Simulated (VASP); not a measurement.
# Mg: single point with b88 exchange, pbe correlation

The system is Mg.

```
Mg
1.0
     3.16593    0.00000    0.00000
    -1.58296    2.74177    0.00000
     0.00000    0.00000    5.13988
Mg
2
Direct
  0.66667 0.33333 0.75000
  0.33333 0.66667 0.25000
```

```
Program             : VASP 6.6.1
Task                : single point
Functional          : b88 exchange, pbe correlation
Potentials or basis : VASP PAW PBE potentials, release 64 (Mg)
Cutoff              : 600 eV
k mesh              : 10 × 10 × 5
Occupations         : fermi-dirac, width 0.05 eV
Spin                : no spin polarisation
```

```json
{
 "Pressure": "1.4 GPa",
 "Band gap on the k mesh": "zero (bands 2 and 3 overlap by 1.88 eV)"
}
```

Stress tensor (GPa, compression positive):
```
1.04 0.00 0.00
0.00 1.04 0.00
0.00 0.00 2.12
```

Levels at points of the mesh, in eV from the Fermi level:
```tsv
k point	band 1	band 2	band 3	band 4	band 5	band 6
(0.00, 0.00, 0.00)	-7.08	-1.76	-1.26	11.09	11.09	11.25
(0.50, 0.00, 0.00)	-2.22	-2.19	2.67	3.01	3.34	3.74
```

Run time: 17 s on 1 thread of Intel(R) Xeon(R) Platinum 8488C (Sapphire Rapids), on a shared host, peak memory 0.17 GiB.

Caveat: the PAW data sets were made with another functional, which shifts forces and pressure a little.
